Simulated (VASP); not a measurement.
A run of VASP 6.6.1:

INCAR

```
SYSTEM = CsO
PREC = Accurate
ENCUT = 1000
EDIFF = 1E-8
ISMEAR = -1
SIGMA = 0.01
LREAL = .False.
LASPH = .True.
NELM = 120
ALGO = Normal
ISIF = 2
LWAVE = .False.
LCHARG = .False.
LEFG = .True.
NBANDS = 23
GGA_COMPAT = .False.
```

The input KPOINTS:

```
regular mesh
0
Gamma
  7 7 7
  0 0 0
```

POSCAR

```
CsO
1.0
   -2.1668547950      3.2186837237      3.7788316351
    2.1668547950     -3.2186837237      3.7788316351
    2.1668547950      3.2186837237     -3.7788316351
Cs O
2 2
Direct
    0.2535603300      0.2535603300      0.0000000000
    0.7464396700      0.7464396700      0.0000000000
    0.6171968000      0.0000000000      0.6171968000
    0.3828032000      0.0000000000      0.3828032000
```

Potentials or basis: VASP PAW LDA potentials, release 64 (Cs_sv, O_h).

The run is started by

```console
$ cat potpaw_LDA.64/Cs_sv/POTCAR potpaw_LDA.64/O_h/POTCAR > POTCAR
$ mpirun -np 1 vasp_std > vasp.out
```

Hardware: 1 thread of Intel(R) Xeon(R) Platinum 8259CL CPU @ 2.50GHz (Skylake/Cascade Lake), with other jobs on the host.

**Question.** How long does it take, and how much memory?

**Answer.** It took 9.7 min on 1 thread of Intel(R) Xeon(R) Platinum 8259CL CPU @ 2.50GHz (Skylake/Cascade Lake) (shared host), peak memory 0.56 GiB. Counts: scf iterations 18, k points 64.
